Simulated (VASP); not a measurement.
# SiC (I-4m2) in VASP: single point with HSE06

Aim: the single point of SiC with HSE06.

Everything below comes from runs of VASP 6.6.1. Logs are shortened: lines on timing, memory, paths and dates and some standing lists are left out, and cuts for length are marked.

## Step 1: The cell of the first run

It takes space group I-4m2 (No. 119, tetragonal). Conventional cell: a = 3.080 Å, b = 3.080 Å, c = 4.269 Å, α = 90.00°, β = 90.00°, γ = 90.00°. Within 2.5 Å of Si (site symmetry -4m2) lie 4 C at 1.87 Å. Within 2.5 Å of C (site symmetry -4m2) lie 4 Si at 1.87 Å.

## Step 2: Single point, HSE06 (uniaxial x strain -2.0%)

The input, POSCAR:

```
SiC
1.0
    0.0000000000      2.1780523450      2.1780523450
    2.1344912981      0.0000000000      2.1780523450
    2.1344912981      2.1780523450      0.0000000000
Si C
1 1
Direct
    0.0000000000      0.0000000000      0.0000000000
    0.2500000000      0.2500000000      0.2500000000
```

The input, INCAR.step1:

```
SYSTEM = SiC
PREC = Accurate ; ENCUT = 520
EDIFF = 1E-5 ; ISMEAR = 0
SIGMA = 0.01 ; LREAL = .FALSE.
LASPH = .TRUE. ; NELM = 60
ALGO = Normal ; ISIF = 2
LWAVE = .TRUE. ; LCHARG = .FALSE.
NBANDS = 11 ; GGA = PE
```

The input, INCAR.step2:

```
SYSTEM = SiC
PREC = Accurate ; ENCUT = 520
EDIFF = 1E-6 ; ISMEAR = 0
SIGMA = 0.01 ; LREAL = .FALSE.
LASPH = .TRUE. ; NELM = 60
ALGO = Normal ; ISIF = 2
LWAVE = .FALSE. ; LCHARG = .FALSE.
GGA = PE ; LHFCALC = .TRUE.
HFSCREEN = 0.2079 ; PRECFOCK = Normal
NBANDS = 11 ; ISTART = 1
```

The input, KPOINTS:

```
Automatic mesh
0
G
  8 8 8
  0 0 0
```

Potentials or basis: VASP PAW PBE potentials, release 64 (Si, C).

On the command line:

```bash
> cat potpaw_PBE.64/Si/POTCAR potpaw_PBE.64/C/POTCAR > POTCAR
> cp INCAR.step1 INCAR
> mpirun -np 1 vasp_std > vasp.out
> cp INCAR.step2 INCAR
> mpirun -np 1 vasp_std > vasp.out
```

OUTCAR:

```text
SYSTEM = SiC
   PREC = Accurate
   ENCUT = 520
   EDIFF = 1E-6
   ISMEAR = 0
   LREAL = .FALSE.
   LASPH = .TRUE.
   NELM = 60
   ISIF = 2
   GGA = PE
   LHFCALC = .TRUE.
   HFSCREEN = 0.2079
   PRECFOCK = Normal
   ISTART = 1

 ion  position               nearest neighbor table
   1  0.000  0.000  0.000-   2 1.87   2 1.87   2 1.87   2 1.87
   2  0.250  0.250  0.250-   1 1.87   1 1.87   1 1.87   1 1.87

  LATTYP: Found a body centered tetragonal cell.
 ALAT       =     3.0802311659
 C/A-ratio  =     1.3859292911

  Lattice vectors:

 A1 = (  -2.1344912981,   0.0000000000,  -2.1780523450)
 A2 = (  -2.1344912981,   0.0000000000,   2.1780523450)
 A3 = (   2.1344912981,   2.1780523450,   0.0000000000)

Analysis of symmetry for initial positions (statically):
=====================================================================
 Subroutine PRICEL returns:
 Original cell was already a primitive cell.

 Routine SETGRP: Setting up the symmetry group for a
 body centered tetragonal supercell.

 Subroutine GETGRP returns: Found  8 space group operations
 (whereof  8 operations were pure point group operations)
 out of a pool of 16 trial point group operations.

The static configuration has the point symmetry D_2d.

Analysis of symmetry for dynamics (positions and initial velocities):
=====================================================================
 Subroutine PRICEL returns:
 Original cell was already a primitive cell.

 Routine SETGRP: Setting up the symmetry group for a
 body centered tetragonal supercell.

 Subroutine GETGRP returns: Found  8 space group operations
 (whereof  8 operations were pure point group operations)
 out of a pool of 16 trial point group operations.

The dynamic configuration has the point symmetry D_2d.

 Subroutine INISYM returns: Found  8 space group operations
 (whereof  8 operations are pure point group operations),
 and found     1 'primitive' translations

----------------------------------------------------------------------------------------

                                     Primitive cell

  volume of cell :      20.2517

  direct lattice vectors                    reciprocal lattice vectors
     0.000000000  2.178052345  2.178052345    -0.234247851  0.229562894  0.229562894
     2.134491298  0.000000000  2.178052345     0.234247851 -0.229562894  0.229562894
     2.134491298  2.178052345  0.000000000     0.234247851  0.229562894 -0.229562894

  length of vectors
     3.080231166  3.049584417  3.049584417     0.400337733  0.400337733  0.400337733

  position of ions in fractional coordinates (direct lattice)
     0.000000000  0.000000000  0.000000000
     0.250000000  0.250000000  0.250000000

  ion indices of the primitive-cell ions
   primitive index   ion index
                 1           1
                 2           2

----------------------------------------------------------------------------------------

 KPOINTS: Automatic mesh

Automatic generation of k-mesh.
 Grid dimensions read from file:
 generate k-points for:    8    8    8

 Generating k-lattice:

  Cartesian coordinates                     Fractional coordinates (reciprocal lattice)
    -0.029280981  0.028695362  0.028695362     0.125000000  0.000000000  0.000000000
     0.029280981 -0.028695362  0.028695362     0.000000000  0.125000000  0.000000000
     0.029280981  0.028695362 -0.028695362     0.000000000  0.000000000  0.125000000

  Length of vectors
     0.050042217  0.050042217  0.050042217

  Shift w.r.t. Gamma in fractional coordinates (k-lattice)
     0.000000000  0.000000000  0.000000000

 Subroutine IBZKPT returns following result:
 ===========================================

 Found     59 irreducible k-points:

 Following reciprocal coordinates:
            Coordinates               Weight
  0.000000  0.000000  0.000000      1.000000
  0.125000  0.000000  0.000000      8.000000
  0.250000  0.000000  0.000000      8.000000
  0.375000  0.000000  0.000000      8.000000
  0.500000  0.000000  0.000000      4.000000
  0.125000  0.125000  0.000000      4.000000
[... 16 lines left out ...]
  0.250000  0.125000  0.125000      4.000000
  0.375000  0.125000  0.125000      8.000000
 [... further k-points ...]
   k-points           NKPTS =     59   k-points in BZ     NKDIM =    512   number of bands    NBANDS=     11
   number of dos      NEDOS =    301   number of ions     NIONS =      2
   total plane-waves  NPLWV =  13824
   dimension x,y,z NGX =    24 NGY =   24 NGZ =   24
   dimension x,y,z NGXF=    48 NGYF=   48 NGZF=   48
   ions per type =               1   1
   NGX,Y,Z   is equivalent  to a cutoff of  12.95, 13.08, 13.08 a.u.
   NGXF,Y,Z  is equivalent  to a cutoff of  25.91, 26.17, 26.17 a.u.
 SYSTEM =  SiC
   PREC   = accura    normal or accurate (medium, high low for compatibility)
   ISTART =      1    job   : 0-new  1-cont  2-samecut
   ICHARG =      0    charge: 1-file 2-atom 10-const
   ISPIN  =      1    spin polarized calculation?
   LNONCOLLINEAR =      F non collinear calculations
   LSORBIT =      F    spin-orbit coupling
   LASPH  =      T    aspherical Exc in radial PAW
   ENCUT  =  520.0 eV  38.22 Ry    6.18 a.u.   5.73  5.67  5.67*2*pi/ulx,y,z
   NELM   =     60;   NELMIN=  2; NELMDL=  0     # of ELM steps
   EDIFF  = 0.1E-05   stopping-criterion for ELM
   LREAL  =      F    real-space projection
   EDIFFG = 0.1E-04   stopping-criterion for IOM
   NSW    =      0    number of steps for IOM
   IBRION =     -1    ionic relax: 0-MD 1-quasi-New 2-CG
   NFREE  =      0    steps in history (QN), initial steepest desc. (CG)
   ISIF   =      2    stress and relaxation
   ISYM   =      3    0-nonsym 1-usesym 2-fastsym
   POTIM  = 0.5000    time-step for ionic-motion
   TEBEG  =    0.0;   TEEND  =   0.0 temperature during run
   PSTRESS=    0.0 pullay stress
   NELECT =       8.0000    total number of electrons
   NUPDOWN=      -1.0000    fix difference up-down
   EMIN   =  10.00;   EMAX   =-10.00  energy-range for DOS
   EFERMI =   0.00;   METHOD = LEGACY
   ISMEAR =     0;   SIGMA  =   0.01  broadening in eV -4-tet -1-fermi 0-gaus
   EFERMI_NEDOS =   21; number of points for ismear=-14 and -15
   IALGO  =     38    algorithm
   IMIX   =      1    mixing-type and parameters
     AMIX     =   0.40;   BMIX     =  1.00
     AMIX_MAG =   1.60;   BMIX_MAG =  1.00
  volume/ion in A,a.u.               =      10.13        68.33
  Fermi-wavevector in a.u.,A,eV,Ry     =   1.201207  2.269952 19.631820  1.442898
  Thomas-Fermi vector in A             =   2.337022
   LORBIT       =      0    0 simple, 1 ext, 2 COOP (PROOUT), +10 PAW based schemes
   GGA     = PE    functional components
   LHFCALC =     T    Hartree Fock is set to
   PRECFOCK=normal    Normal, Fast or Accurate (Low or Medium for compatibility)
   ENCUT4O =  -1.0   cutoff for four orbital integrals eV
   NKREDX  =     1    reduce k-point grid by
   NKREDY  =     1    reduce k-point grid by
   NKREDZ  =     1    reduce k-point grid by
   AEXX    =    0.2500 exact exchange contribution
   HFSCREEN=    0.2079 screening length (either q_TF or 0.3 A-1)
   HFSCREENC=   0.2079 screening length for correlation (either q_TF or 0.3 A-1)
   ENCUTFOCK=  -1.0 apply spherical cutoff to Coloumb kernel
   IVDW    =     0    specifies the selected vdW correction
   LEPSILON=     F    determine dielectric tensor
   LRPA    =     F    only Hartree local field effects (RPA)
 non-spin polarized calculation
 Gauss-broadening in eV      SIGMA  =   0.01
  energy-cutoff  :      520.00
  volume of cell :       20.25
 maximum number of plane-waves:       560
  NGX = 18; NGY = 18; NGZ = 18

 number of electron       8.0000000 magnetization

 Free energy of the ion-electron system (eV)
  ---------------------------------------------------
  ext. energy  EPLUGINS =         0.00000000
  ---------------------------------------------------
  free energy    TOTEN  =       -17.41653100 eV

  energy without entropy =      -17.41653100  energy(sigma->0) =      -17.41653100

 E-fermi :   7.9322     XC(G=0):  -9.4296

 val. band max:        7.8216228589   @ k =   0.0000   0.0000   0.0000
 cond. band min:       9.8200671361   @ k =   0.0000   0.5000   0.5000
 fundamental gap:      1.9984442772
 Fermi energy:         7.9322484898

 k-point     1 :       0.0000    0.0000    0.0000
  band No.  band energies     occupation
      1      -9.4359      2.00000
      2       7.6834      2.00000
      3       7.6834      2.00000
      4       7.8216      2.00000
      5      15.5298      0.00000
      6      16.4437      0.00000
      7      16.4990      0.00000
      8      16.4990      0.00000
      9      23.6233      0.00000
     10      24.2544      0.00000
     11      26.0597      0.00000

 k-point     2 :       0.1250    0.0000    0.0000
  band No.  band energies     occupation
      1      -9.0992      2.00000
      2       6.1122      2.00000
      3       7.4490      2.00000
      4       7.5737      2.00000
      5      15.6834      0.00000
      6      16.8521      0.00000
      7      16.8688      0.00000
      8      17.1650      0.00000
      9      22.3816      0.00000
     10      22.8181      0.00000
     11      25.4876      0.00000

 k-point     3 :       0.2500    0.0000    0.0000
  band No.  band energies     occupation
      1      -8.1143      2.00000
      2       2.9877      2.00000
      3       6.9710      2.00000
      4       7.1575      2.00000
      5      15.1328      0.00000
      6      17.0089      0.00000
      7      17.2159      0.00000
      8      18.8209      0.00000
      9      22.4324      0.00000
     10      22.4996      0.00000
     11      24.5687      0.00000

 k-point     4 :       0.3750    0.0000    0.0000
  band No.  band energies     occupation
      1      -6.6176      2.00000
      2      -0.0744      2.00000
      3       6.5797      2.00000
      4       6.8198      2.00000
      5      14.6873      0.00000
      6      16.4338      0.00000
      7      16.7844      0.00000
      8      19.4391      0.00000
      9      24.5257      0.00000
     10      24.7868      0.00000
     11      25.1980      0.00000

 k-point     5 :       0.5000    0.0000    0.0000
  band No.  band energies     occupation
      1      -5.5004      2.00000
      2      -1.7467      2.00000
      3       6.4361      2.00000
      4       6.6968      2.00000
      5      14.5330      0.00000
      6      16.1364      0.00000
      7      16.5157      0.00000
      8      19.4170      0.00000
      9      25.8568      0.00000
     10      26.9680      0.00000
     11      27.1931      0.00000
[... 211 lines left out ...]
 k-point    21 :       0.5000    0.5000    0.0000
  band No.  band energies     occupation
      1      -3.9735      2.00000
      2      -0.9730      2.00000
      3       4.2544      2.00000
      4       4.2818      2.00000
      5      10.0140      0.00000
      6      13.3077      0.00000
      7      23.6150      0.00000
      8      24.3029      0.00000
      9      24.6558      0.00000
     10      30.0706      0.00000
     11      31.7765      0.00000

 k-point    22 :       0.0000    0.1250    0.1250
  band No.  band energies     occupation
      1      -8.9753      2.00000
      2       6.6184      2.00000
      3       6.8931      2.00000
      4       6.8931      2.00000
      5      15.2099      0.00000
      6      16.5610      0.00000
      7      17.6546      0.00000
      8      17.6546      0.00000
      9      21.1060      0.00000
     10      24.1304      0.00000
     11      27.4408      0.00000

 k-point    23 :       0.2500    0.1250    0.1250
  band No.  band energies     occupation
      1      -8.5565      2.00000
      2       4.7941      2.00000
      3       6.1890      2.00000
      4       7.4769      2.00000
      5      16.3003      0.00000
      6      16.5207      0.00000
      7      16.9795      0.00000
      8      18.1905      0.00000
      9      20.7279      0.00000
     10      22.9731      0.00000
     11      27.7150      0.00000

 k-point    24 :       0.3750    0.1250    0.1250
  band No.  band energies     occupation
      1      -7.3948      2.00000
      2       2.0994      2.00000
      3       5.3478      2.00000
      4       6.9749      2.00000
      5      15.5917      0.00000
      6      16.7610      0.00000
      7      17.1181      0.00000
      8      19.1233      0.00000
      9      21.2805      0.00000
     10      24.4666      0.00000
     11      27.2023      0.00000

 [... further k-points ...]
[... 5 lines left out ...]
  --------------------------------------------------------------------------------------
  -------------------------------------------------------------------------------------
  Total        0.8600527      0.1801759      0.1801759     -0.0000000      0.0000000     -0.0000000
  in kB       68.0416186     14.2543140     14.2543140     -0.0000000      0.0000000     -0.0000000
  external PRESSURE =      32.1834155 kB  Pullay stress =       0.0000000 kB

 VOLUME and BASIS-vectors are now :
 -----------------------------------------------------------------------------
  energy-cutoff  :      520.00
  volume of cell :       20.25
      direct lattice vectors                 reciprocal lattice vectors
     0.000000000  2.178052345  2.178052345    -0.234247851  0.229562894  0.229562894
     2.134491298  0.000000000  2.178052345     0.234247851 -0.229562894  0.229562894
     2.134491298  2.178052345  0.000000000     0.234247851  0.229562894 -0.229562894

 POSITION                                       TOTAL-FORCE (eV/Angst)
 -----------------------------------------------------------------------------------
      0.00000      0.00000      0.00000        -0.000000      0.000000      0.000000
      1.06725      1.08903      1.08903         0.000000     -0.000000     -0.000000
 -----------------------------------------------------------------------------------
    total drift:                               -0.000001      0.000000      0.000000

  FREE ENERGIE OF THE ION-ELECTRON SYSTEM (eV)
  ---------------------------------------------------
  free  energy   TOTEN  =       -17.4165309979 eV

  energy  without entropy=      -17.4165309979  energy(sigma->0) =      -17.41653100
```

Run time: 73 min. Hardware: 1 thread of Oxide Virtual Turin-like, shared host; peak memory 0.23 GiB.

What came out:

```
Free energy            : -17.4165 eV
Pressure               : 3.2 GPa
Band gap on the k mesh : 2.00 eV (least direct gap 5.73 eV)
```

Levels at points of the mesh, in eV from the valence-band top:
```tsv
k point	band 1	band 2	band 3	band 4	band 5	band 6	band 7	band 8
(0.00, 0.00, 0.00)	-17.26	-0.14	-0.14	0.00	7.71	8.62	8.68	8.68
(0.50, 0.00, 0.00)	-13.32	-9.57	-1.39	-1.12	6.71	8.31	8.69	11.60
(0.50, 0.50, 0.00)	-11.80	-8.79	-3.57	-3.54	2.19	5.49	15.79	16.48
(0.00, 0.50, 0.50)	-11.62	-8.52	-3.79	-3.79	2.00	5.12	16.04	16.04
```

Caveat: the cell differs from its parent crystal (uniaxial x strain -2.0%); the stress differs along the axes, from 1 to 7 GPa; the PAW data sets were made with another functional, which shifts forces and pressure a little. A k mesh can miss the band edges.
